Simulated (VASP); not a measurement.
# MoSe3 (P-62m) in VASP: notebook

The runs below take MoSe3 through single point, with PBE.

All numbers are computed with VASP 6.6.1; they aren't measurements. Logs are shortened: lines on timing, memory, paths and dates and some standing lists are left out, and cuts for length are marked.

**1. The cell of the first run**

The structure is hexagonal, space group P-62m (No. 189). The conventional cell has a = 6.691 Å, b = 6.691 Å, c = 3.006 Å, α = 90.00°, β = 90.00°, γ = 120.00°. Mo (site symmetry -62m) has 6 Se at 2.50 Å and 2 Mo at 3.01 Å within 3.3 Å. Within 3.3 Å of Se (site symmetry m2m) lie 2 Mo at 2.50 Å and 2 Se at 3.01 Å.

**2. Single point, PBE**

INCAR

```
  PREC = Accurate
  ENCUT = 500
  EDIFF = 1E-6
  ISMEAR = 0
  SIGMA = 0.2
  LREAL = F
  LASPH = T
  NELM = 120
  ALGO = Normal
  ISIF = 2
  LWAVE = F
  LCHARG = T
  GGA = PE
  LELF = T
  LVHAR = T
  NBANDS = 24
  GGA_COMPAT = F
```

KPOINTS

```
regular mesh
0
Gamma
  8 6 6
```

POSCAR

```
MoSe3
1.0
    0.0000000000      0.0000000000      3.0055611715
    6.6906103689      0.0000000000      0.0000000000
   -3.3453051845      5.7942385463      0.0000000000
Mo Se
1 3
Direct
    0.0000000000      0.0000000000      0.0000000000
    0.5000000000      0.2992033493      0.0000000000
    0.5000000000      1.0000000000      0.2992033493
    0.5000000000      0.7007966507      0.7007966507
```

Potentials or basis: VASP PAW PBE potentials, release 64 (Mo_sv, Se).

Started as:

```sh
$ cat potpaw_PBE.64/Mo_sv/POTCAR potpaw_PBE.64/Se/POTCAR > POTCAR
$ mpirun -np 1 vasp_std > vasp.out
```

OUTCAR:

```text
PREC = Accurate
   ENCUT = 500
   EDIFF = 1E-6
   ISMEAR = 0
   LREAL = F
   LASPH = T
   NELM = 120
   ISIF = 2
   GGA = PE

 ion  position               nearest neighbor table
   1  0.000  0.000  0.000-   4 2.50   4 2.50   2 2.50   2 2.50   3 2.50   3 2.50
   2  0.500  0.299  0.000-   1 2.50   1 2.50
   3  0.500  0.000  0.299-   1 2.50   1 2.50
   4  0.500  0.701  0.701-   1 2.50   1 2.50

  LATTYP: Found a hexagonal cell.
 ALAT       =     6.6906103689
 C/A-ratio  =     0.4492207745

  Lattice vectors:

 A1 = (   6.6906103689,   0.0000000000,   0.0000000000)
 A2 = (  -3.3453051845,   5.7942385463,   0.0000000000)
 A3 = (   0.0000000000,   0.0000000000,   3.0055611715)

Analysis of symmetry for initial positions (statically):
=====================================================================
 Subroutine PRICEL returns:
 Original cell was already a primitive cell.

 Routine SETGRP: Setting up the symmetry group for a
 hexagonal supercell.

 Subroutine GETGRP returns: Found 12 space group operations
 (whereof 12 operations were pure point group operations)
 out of a pool of 24 trial point group operations.

The static configuration has the point symmetry D_3h.

Analysis of symmetry for dynamics (positions and initial velocities):
=====================================================================
 Subroutine PRICEL returns:
 Original cell was already a primitive cell.

 Routine SETGRP: Setting up the symmetry group for a
 hexagonal supercell.

 Subroutine GETGRP returns: Found 12 space group operations
 (whereof 12 operations were pure point group operations)
 out of a pool of 24 trial point group operations.

The dynamic configuration has the point symmetry D_3h.

 Subroutine INISYM returns: Found 12 space group operations
 (whereof 12 operations are pure point group operations),
 and found     1 'primitive' translations

----------------------------------------------------------------------------------------

                                     Primitive cell

  volume of cell :     116.5166

  direct lattice vectors                    reciprocal lattice vectors
     0.000000000  0.000000000  3.005561172     0.000000000  0.000000000  0.332716569
     6.690610369  0.000000000  0.000000000     0.149463195  0.086292616  0.000000000
    -3.345305184  5.794238546  0.000000000     0.000000000  0.172585231  0.000000000

  length of vectors
     3.005561172  6.690610369  6.690610369     0.332716569  0.172585231  0.172585231

  position of ions in fractional coordinates (direct lattice)
     0.000000000  0.000000000  0.000000000
     0.500000000  0.299203349  0.000000000
     0.500000000  0.000000000  0.299203349
     0.500000000  0.700796651  0.700796651

  ion indices of the primitive-cell ions
   primitive index   ion index
                 1           1
                 2           2
                 3           3
                 4           4

----------------------------------------------------------------------------------------

 KPOINTS: regular mesh

Automatic generation of k-mesh.
 Grid dimensions read from file:
 generate k-points for:    8    6    6

 Generating k-lattice:

  Cartesian coordinates                     Fractional coordinates (reciprocal lattice)
     0.000000000  0.000000000  0.041589571     0.125000000  0.000000000  0.000000000
     0.024910532  0.014382103  0.000000000     0.000000000  0.166666667 -0.000000000
     0.000000000  0.028764205  0.000000000     0.000000000  0.000000000  0.166666667

  Length of vectors
     0.041589571  0.028764205  0.028764205

  Shift w.r.t. Gamma in fractional coordinates (k-lattice)
     0.000000000  0.000000000  0.000000000

 Subroutine IBZKPT returns following result:
 ===========================================

 Found     35 irreducible k-points:

 Following reciprocal coordinates:
            Coordinates               Weight
  0.000000  0.000000  0.000000      1.000000
  0.125000  0.000000  0.000000      2.000000
  0.250000  0.000000  0.000000      2.000000
  0.375000  0.000000  0.000000      2.000000
  0.500000  0.000000  0.000000      1.000000
  0.000000  0.166667  0.000000      6.000000
[... 16 lines left out ...]
  0.250000  0.166667  0.166667     12.000000
  0.375000  0.166667  0.166667     12.000000
 [... further k-points ...]
   k-points           NKPTS =     35   k-points in BZ     NKDIM =     35   number of bands    NBANDS=     24
   number of dos      NEDOS =    301   number of ions     NIONS =      4
   total plane-waves  NPLWV =  60000
   dimension x,y,z NGX =    24 NGY =   50 NGZ =   50
   dimension x,y,z NGXF=    48 NGYF=  100 NGZF=  100
   ions per type =               1   3
   NGX,Y,Z   is equivalent  to a cutoff of  13.28, 12.42, 12.42 a.u.
   NGXF,Y,Z  is equivalent  to a cutoff of  26.55, 24.85, 24.85 a.u.
 SYSTEM =  unknown system
   PREC   = accura    normal or accurate (medium, high low for compatibility)
   ISTART =      0    job   : 0-new  1-cont  2-samecut
   ICHARG =      2    charge: 1-file 2-atom 10-const
   ISPIN  =      1    spin polarized calculation?
   LNONCOLLINEAR =      F non collinear calculations
   LSORBIT =      F    spin-orbit coupling
   LASPH  =      T    aspherical Exc in radial PAW
   ENCUT  =  500.0 eV  36.75 Ry    6.06 a.u.   5.48 12.20 12.20*2*pi/ulx,y,z
   NELM   =    120;   NELMIN=  2; NELMDL= -5     # of ELM steps
   EDIFF  = 0.1E-05   stopping-criterion for ELM
   LREAL  =      F    real-space projection
[... 7 lines left out ...]
   TEBEG  =    0.0;   TEEND  =   0.0 temperature during run
   PSTRESS=    0.0 pullay stress
   NELECT =      32.0000    total number of electrons
   NUPDOWN=      -1.0000    fix difference up-down
   EMIN   =  10.00;   EMAX   =-10.00  energy-range for DOS
   EFERMI =   0.00;   METHOD = LEGACY
   ISMEAR =     0;   SIGMA  =   0.20  broadening in eV -4-tet -1-fermi 0-gaus
   EFERMI_NEDOS =   21; number of points for ismear=-14 and -15
   IALGO  =     38    algorithm
   IMIX   =      4    mixing-type and parameters
     AMIX     =   0.40;   BMIX     =  1.00
     AMIX_MAG =   1.60;   BMIX_MAG =  1.00
  volume/ion in A,a.u.               =      29.13       196.57
  Fermi-wavevector in a.u.,A,eV,Ry     =   1.064132  2.010918 15.406930  1.132377
  Thomas-Fermi vector in A             =   2.199640
   LORBIT       =      0    0 simple, 1 ext, 2 COOP (PROOUT), +10 PAW based schemes
   GGA     = PE    functional components
   LHFCALC =     F    Hartree Fock is set to
   AEXX    =    0.0000 exact exchange contribution
   IVDW    =     0    specifies the selected vdW correction
   LEPSILON=     F    determine dielectric tensor
   LRPA    =     F    only Hartree local field effects (RPA)
 non-spin polarized calculation
 Gauss-broadening in eV      SIGMA  =   0.20
  energy-cutoff  :      500.00
  volume of cell :      116.52
 maximum number of plane-waves:      2990
 NGX is ok and might be reduce to    24
   NGX = 11   NGY = 25   NGZ = 25

 number of electron      32.0000000 magnetization

 Free energy of the ion-electron system (eV)
  ---------------------------------------------------
  ext. energy  EPLUGINS =         0.00000000
  ---------------------------------------------------
  free energy    TOTEN  =       -22.60421940 eV

  energy without entropy =      -22.56288129  energy(sigma->0) =      -22.58355034

 E-fermi :   2.5937     XC(G=0):  -8.5613

 val. band max:        2.5924238499   @ k =   0.3750   0.3333   0.3333
 cond. band min:       2.6314075174   @ k =   0.5000   0.3333  -0.0000
 fundamental gap:      0.0389836675
 Fermi energy:         2.5937238041

 k-point     1 :       0.0000    0.0000    0.0000
  band No.  band energies     occupation
      1     -58.9506      2.00000
      2     -33.0928      2.00000
      3     -33.0928      2.00000
      4     -32.8237      2.00000
      5     -11.4260      2.00000
      6     -10.4608      2.00000
[... 16 lines left out ...]
     23      10.4586      0.00000
     24      10.4586      0.00000

 k-point     2 :       0.1250    0.0000    0.0000
  band No.  band energies     occupation
      1     -58.9450      2.00000
      2     -33.0839      2.00000
      3     -33.0839      2.00000
      4     -32.8897      2.00000
      5     -11.2121      2.00000
      6     -10.3308      2.00000
[... 16 lines left out ...]
     23      10.8911      0.00000
     24      10.9012      0.00000

 k-point     3 :       0.2500    0.0000    0.0000
  band No.  band energies     occupation
      1     -58.9314      2.00000
      2     -33.0625      2.00000
      3     -33.0625      2.00000
      4     -33.0463      2.00000
      5     -10.6303      2.00000
      6      -9.9864      2.00000
[... 16 lines left out ...]
     23      10.8516      0.00000
     24      10.9408      0.00000

 k-point     4 :       0.3750    0.0000    0.0000
  band No.  band energies     occupation
      1     -58.9177      2.00000
      2     -33.1994      2.00000
      3     -33.0409      2.00000
      4     -33.0409      2.00000
      5      -9.8988      2.00000
      6      -9.5851      2.00000
[... 16 lines left out ...]
     23       9.2723      0.00000
     24       9.4703      0.00000

 k-point     5 :       0.5000    0.0000    0.0000
  band No.  band energies     occupation
      1     -58.9120      2.00000
      2     -33.2619      2.00000
      3     -33.0320      2.00000
      4     -33.0320      2.00000
      5      -9.5166      2.00000
      6      -9.3960      2.00000
[... 16 lines left out ...]
     23       8.3218      0.00000
     24       8.3218      0.00000

 k-point     6 :       0.0000    0.1667    0.0000
  band No.  band energies     occupation
      1     -58.9507      2.00000
      2     -33.0928      2.00000
      3     -33.0928      2.00000
      4     -32.8237      2.00000
      5     -11.3953      2.00000
      6     -10.4907      2.00000
[... 16 lines left out ...]
     23      10.0243      0.00000
     24      10.3880      0.00000
[... 379 lines left out ...]
 k-point    21 :       0.0000    0.1667    0.1667
  band No.  band energies     occupation
      1     -58.9507      2.00000
      2     -33.0928      2.00000
      3     -33.0928      2.00000
      4     -32.8237      2.00000
      5     -11.3447      2.00000
      6     -10.5341      2.00000
[... 16 lines left out ...]
     23       9.6138      0.00000
     24       9.7847      0.00000

 k-point    22 :       0.1250    0.1667    0.1667
  band No.  band energies     occupation
      1     -58.9450      2.00000
      2     -33.0839      2.00000
      3     -33.0839      2.00000
      4     -32.8897      2.00000
      5     -11.1311      2.00000
      6     -10.4018      2.00000
[... 16 lines left out ...]
     23       9.9450      0.00000
     24      10.1507      0.00000

 k-point    23 :       0.2500    0.1667    0.1667
  band No.  band energies     occupation
      1     -58.9314      2.00000
      2     -33.0625      2.00000
      3     -33.0625      2.00000
      4     -33.0463      2.00000
      5     -10.5520      2.00000
      6     -10.0498      2.00000
[... 16 lines left out ...]
     23      10.3366      0.00000
     24      10.4800      0.00000

 k-point    24 :       0.3750    0.1667    0.1667
  band No.  band energies     occupation
      1     -58.9177      2.00000
      2     -33.1994      2.00000
      3     -33.0409      2.00000
      4     -33.0409      2.00000
      5      -9.8366      2.00000
      6      -9.6269      2.00000
[... 16 lines left out ...]
     23       9.1508      0.00000
     24       9.9471      0.00000

 [... further k-points ...]

------------------------ aborting loop because EDIFF is reached ----------------------------------------

  FORCE on cell =-STRESS in cart. coord.  units (eV):
  Direction    XX          YY          ZZ          XY          YZ          ZX
  --------------------------------------------------------------------------------------
  -------------------------------------------------------------------------------------
  Total        0.1077287      0.1077287      0.1639724     -0.0000000      0.0000000     -0.0000000
  in kB        1.4813386      1.4813386      2.2547253     -0.0000000      0.0000000     -0.0000000
  external PRESSURE =       1.7391342 kB  Pullay stress =       0.0000000 kB

 VOLUME and BASIS-vectors are now :
 -----------------------------------------------------------------------------
  energy-cutoff  :      500.00
  volume of cell :      116.52
      direct lattice vectors                 reciprocal lattice vectors
     0.000000000  0.000000000  3.005561172     0.000000000  0.000000000  0.332716569
     6.690610369  0.000000000  0.000000000     0.149463195  0.086292616  0.000000000
    -3.345305184  5.794238546  0.000000000     0.000000000  0.172585231  0.000000000

 POSITION                                       TOTAL-FORCE (eV/Angst)
 -----------------------------------------------------------------------------------
      0.00000      0.00000      0.00000         0.000000     -0.000000      0.000000
      2.00185      0.00000      1.50278         0.032292     -0.000000      0.000000
     -1.00093      1.73366      1.50278        -0.016146      0.027965      0.000000
      2.34438      4.06058      1.50278        -0.016146     -0.027965      0.000000
 -----------------------------------------------------------------------------------
    total drift:                                0.000000      0.000000     -0.000000

  FREE ENERGIE OF THE ION-ELECTRON SYSTEM (eV)
  ---------------------------------------------------
  free  energy   TOTEN  =       -22.6042193954 eV

  energy  without entropy=      -22.5628812920  energy(sigma->0) =      -22.58355034
```

Run time: 56 s. Hardware: 1 thread of AMD EPYC 9R45 (Zen 5), shared host; peak memory 0.24 GiB.

What came out:

```
Free energy            : -22.6042 eV
Pressure               : 0.2 GPa
Largest force          : 0.032 eV/Å
Band gap on the k mesh : zero (bands 16 and 17 overlap by 0.05 eV)
```

Forces on the atoms (eV/Å):
```
Mo   0.000  0.000  0.000
Se   0.032  0.000  0.000
Se  -0.016  0.028  0.000
Se  -0.016 -0.028  0.000
```

Stress tensor (GPa, compression positive):
```
0.15 0.00 0.00
0.00 0.15 0.00
0.00 0.00 0.23
```

Levels at points of the mesh, in eV from the Fermi level:
```csv
k point,band 13,band 14,band 15,band 16,band 17,band 18,band 19,band 20
"(0.00, 0.00, 0.00)",-2.19,-1.49,-1.42,-1.42,1.43,1.99,1.99,3.93
"(0.50, 0.00, 0.00)",-2.58,-0.58,-0.31,-0.31,0.20,0.20,1.94,3.71
"(0.00, 0.50, 0.00)",-1.53,-1.44,-1.43,-1.25,1.38,1.40,1.53,3.87
"(0.50, 0.50, 0.00)",-2.48,-1.08,-0.72,-0.14,0.10,0.17,1.98,3.67
```

**3. Single point, PBE, collinear spin**

This run uses another cell than the first one, of 27.06 Å³/atom.

INCAR

```
SYSTEM = MoSe3
ALGO = Normal ; EDIFF = 1E-6
ENCUT = 500 ; GGA = PE
GGA_COMPAT = .False. ; ISIF = 2
ISMEAR = 0 ; ISPIN = 2
LASPH = .True. ; LCHARG = .False.
LMAXMIX = 4 ; LORBIT = 11
LREAL = .False. ; LWAVE = .False.
MAGMOM = 1 0 0 0 ; NBANDS = 28
NELM = 200 ; PREC = Accurate
SIGMA = 0.1
```

KPOINTS

```
k-points
0
Gamma
  3 3 6
  0 0 0
```

POSCAR

```
MoSe3
1.0
    6.4937577891      0.0000000000      0.0000000000
   -3.2468788946      5.6237592114      0.0000000000
    0.0000000000      0.0000000000      2.9641863440
Mo Se
1 3
Direct
    0.0000000000      0.0000000000      0.0000000000
    0.3084135472      0.0000000000      0.5000000000
    0.0000000000      0.3084135472      0.5000000000
    0.6915864528      0.6915864528      0.5000000000
```

Potentials or basis: VASP PAW PBE potentials, release 64 (Mo_sv, Se).

Started as:

```sh
$ cat potpaw_PBE.64/Mo_sv/POTCAR potpaw_PBE.64/Se/POTCAR > POTCAR
$ mpirun -np 1 vasp_std > vasp.out
```

Wall time 47 s (1 thread of AMD EPYC 9R45 (Zen 5), shared host); peak memory 0.25 GiB.

It converged, with:

```yaml
Free_energy: -22.5281 eV
Pressure: 1.8 GPa
Largest_force: 0.125 eV/Å
Band_gap_on_the_k_mesh: zero (filled and empty bands touch)
Net_moment: 0.00 μB per cell
Valence_electrons_inside_the_program's_atomic_spheres: Mo 12.47; Se 3.80
```

Forces in eV/Å, atoms in the order of the input:
```
Mo   0.000  0.000  0.000
Se   0.125  0.000  0.000
Se  -0.062  0.108  0.000
Se  -0.062 -0.108  0.000
```

Stress tensor (GPa, compression positive):
```
0.85 0.00 0.00
0.00 0.85 0.00
0.00 0.00 3.75
```

Levels at points of the mesh, in eV from the Fermi level:
Spin up:
| k point | band 12 | band 13 | band 14 | band 15 | band 16 | band 17 | band 18 | band 19 | band 20 | band 21 |
| --- | --- | --- | --- | --- | --- | --- | --- | --- | --- | --- |
| (0.00, 0.00, 0.00) | -2.46 | -2.46 | -1.53 | -1.25 | -1.25 | 1.62 | 2.16 | 2.16 | 4.14 | 4.14 |
| (0.00, 0.00, 0.50) | -4.04 | -2.53 | -0.76 | -0.15 | -0.15 | 0.28 | 0.28 | 2.08 | 3.77 | 3.77 |
Spin down:
```tsv
k point	band 14	band 15	band 16	band 17	band 18	band 19
(0.00, 0.00, 0.00)	-1.53	-1.25	-1.25	1.62	2.16	2.16
(0.00, 0.00, 0.50)	-0.76	-0.15	-0.15	0.28	0.28	2.08
```

Caveat: the k points lie up to 0.37 Å⁻¹ apart.

**4. Single point, PBE (25.63 Å³/atom)**

This run uses another cell than the first one, of 25.63 Å³/atom.

INCAR

```
SYSTEM = MoSe3
PREC     = Accurate       ! precision mode
ENCUT    = 500            ! plane-wave cutoff, eV
EDIFF    = 1E-6           ! SCF threshold, eV
ISMEAR   = 0              ! smearing method
SIGMA    = 0.1            ! smearing width, eV
LREAL    = .False.        ! projectors in reciprocal space
LASPH    = .True.         ! aspherical terms in the spheres
NELM     = 120            ! most SCF steps
ALGO     = Normal         ! electronic algorithm
ISIF     = 2              ! what is computed and relaxed
LWAVE    = .False.        ! write WAVECAR
LCHARG   = .True.         ! write CHGCAR
GGA      = PE             ! functional
LELF     = .True.         ! ELF
LVHAR    = .True.       
NBANDS   = 24             ! bands
GGA_COMPAT= .False.
```

KPOINTS

```
Automatic mesh
0
Gamma
  6 6 12
  0 0 0
```

POSCAR

```
MoSe3
1.0
    6.2858894813      0.0000000000      0.0000000000
   -3.1429447406      5.4437399762      0.0000000000
    0.0000000000      0.0000000000      2.9964445144
Mo Se
1 3
Direct
    0.0000000000      0.0000000000      0.0000000000
    0.3179980271      0.0000000000      0.5000000000
    0.0000000000      0.3179980271      0.5000000000
    0.6820019729      0.6820019729      0.5000000000
```

Started as:

```sh
$ cat potpaw_PBE.64/Mo_sv/POTCAR potpaw_PBE.64/Se/POTCAR > POTCAR
$ mpirun -np 1 vasp_std > vasp.out
```

Wall time 68 s (1 thread of AMD EPYC 9R45 (Zen 5), shared host); peak memory 0.25 GiB.

It converged, with:

- Free energy: -22.5503 eV
- Pressure: 1.5 GPa
- Largest force: 0.028 eV/Å
- Band gap on the k mesh: zero (bands 16 and 17 overlap by 0.42 eV)

Forces on the atoms (eV/Å):
```
Mo   0.000  0.000  0.000
Se   0.028  0.000  0.000
Se  -0.014  0.024  0.000
Se  -0.014 -0.024  0.000
```

Levels at points of the mesh, in eV from the Fermi level:
```tsv
k point	band 14	band 15	band 16	band 17	band 18	band 19
(0.00, 0.00, 0.00)	-1.52	-1.47	-1.47	1.25	2.17	2.17
(0.50, 0.00, 0.00)	-1.52	-1.49	-1.26	1.19	1.41	1.48
(0.00, 0.00, 0.50)	-1.19	-0.08	-0.08	0.24	0.24	1.90
(0.50, 0.00, 0.50)	-1.38	-0.78	-0.34	0.05	0.18	1.94
```

**5. The runs side by side**

| spin | cell | k mesh | smearing | gap on the mesh (eV) | pressure (GPa) | largest force (eV/Å) |
| --- | --- | --- | --- | --- | --- | --- |
| off | a = 3.006, b = 6.691, c = 6.691 Å, angles 120.0, 90.0, 90.0°, 4 atoms, atomic positions A | 8 × 6 × 6 | gaussian 0.2 eV | none | 0.2 | 0.03 |
| collinear | a = 6.494, b = 6.494, c = 2.964 Å, angles 90.0, 90.0, 120.0°, 4 atoms, atomic positions B | 3 × 3 × 6 | gaussian 0.1 eV | none | 1.8 | 0.12 |
| off | a = 6.286, b = 6.286, c = 2.996 Å, angles 90.0, 90.0, 120.0°, 4 atoms, atomic positions C | 6 × 6 × 12 | gaussian 0.1 eV | none | 1.5 | 0.03 |

Alike in all rows: task single point; level PBE; potentials or basis VASP PAW PBE potentials, release 64 (Mo_sv, Se); cutoff (eV) 500.

Caveats: some runs use coarse meshes.

Absolute energies hang on the potentials; compare differences alone.
